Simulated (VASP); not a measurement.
A run of VASP 6.6.1:

The input INCAR:

```
SYSTEM = Li
PREC = Accurate
ENCUT = 750
EDIFF = 1E-6
ISMEAR = -1
SIGMA = 0.1
LREAL = .False.
LASPH = .True.
NELM = 120
ALGO = Normal
ISIF = 2
LWAVE = .False.
LCHARG = .False.
GGA = PE
NBANDS = 8
GGA_COMPAT = .False.
```

The input KPOINTS:

```
regular mesh
0
Gamma
  17 17 17
  0 0 0
```

File POSCAR:

```
Li
1.0
   -1.4869958447      1.4869958447      1.4869958447
    1.4869958447     -1.4869958447      1.4869958447
    1.4869958447      1.4869958447     -1.4869958447
Li
1
Direct
    0.0000000000      0.0000000000      0.0000000000
```

Potentials or basis: VASP PAW PBE potentials, release 64 (Li_sv).

Launch:

```console
$ cat potpaw_PBE.64/Li_sv/POTCAR > POTCAR
$ mpirun -np 1 vasp_std > vasp.out
```

Hardware: 1 thread of Intel Xeon 8259CL, on a shared host.

Problem. How long does it take, and how much memory?

Solution. Wall time 19 s on 1 thread of Intel Xeon 8259CL (shared host), peak memory 0.14 GiB. Counts: scf iterations 10, k points 165.
